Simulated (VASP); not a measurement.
Set up this calculation in VASP 6.6.1, as the native input.

* Task: single point
* Functional: r2SCAN
* Potentials or basis: VASP PAW PBE potentials, release 64 (W_sv, C)
* Cutoff: 520 eV
* k mesh: 7 × 7 × 7
* Occupations: gaussian, width 0.05 eV
* Spin: no spin polarisation
* Dipole correction: no
* Further INCAR settings: ALGO = Normal; EDIFF = 1e-07; NBANDS = 16

Crystal: WC.

```
W C
1.0
     0.00000    2.30211    2.30211
     2.30211    0.00000    2.30211
     2.30211    2.30211    0.00000
W C
1 1
Direct
  0.98000 0.99461 0.00895
  0.74746 0.76278 0.74773
```

These files were run (other wordings do the same):

POSCAR

```
WC
1.0
    0.0000000000      2.3021091000      2.3021091000
    2.3021091000      0.0000000000      2.3021091000
    2.3021091000      2.3021091000      0.0000000000
W C
1 1
Direct
   -0.0200050000     -0.0053940000      0.0089470000
    0.7474570000      0.7627780000      0.7477320000
```

INCAR.step1

```
SYSTEM = WC
PREC = Accurate
ENCUT = 520
ISMEAR = 0
SIGMA = 0.05
LREAL = .False.
LASPH = .True.
NELM = 60
NBANDS = 16
GGA = PE
ALGO = Normal
EDIFF = 1E-4
LWAVE = .True.
LCHARG = .False.
```

INCAR.step2

```
SYSTEM = WC
PREC = Accurate
ENCUT = 520
EDIFF = 1E-7
ISMEAR = 0
SIGMA = 0.05
LREAL = .False.
LASPH = .True.
NELM = 60
ALGO = Normal
ISIF = 2
LWAVE = .False.
LCHARG = .False.
METAGGA = R2SCAN
LMIXTAU = .True.
NBANDS = 16
ISTART = 1
```

KPOINTS

```
regular mesh
0
Gamma
  7 7 7
  0 0 0
```

Potentials or basis: VASP PAW PBE potentials, release 64 (W_sv, C).

The run is started by

```console
$ cat potpaw_PBE.64/W_sv/POTCAR potpaw_PBE.64/C/POTCAR > POTCAR
$ cp INCAR.step1 INCAR
$ mpirun -np 1 vasp_std > vasp.out
$ cp INCAR.step2 INCAR
$ mpirun -np 1 vasp_std > vasp.out
```

Results of the run:

| Item | Value |
| --- | --- |
| Pressure | 17.2 GPa |
| Largest force | 1.554 eV/Å |
| Band gap on the k mesh | zero (band 9 reaches 10.21 eV, above the bottom of band 10 at 9.24 eV) |

Caveat: the PAW data sets were made with another functional, which shifts forces and pressure a little; spin-orbit coupling is left out, which moves the levels of the heavy elements.

Run time: 56 s on 1 thread of Intel(R) Xeon(R) 6975P-C (Granite Rapids), with other jobs on the host, peak memory 0.19 GiB.
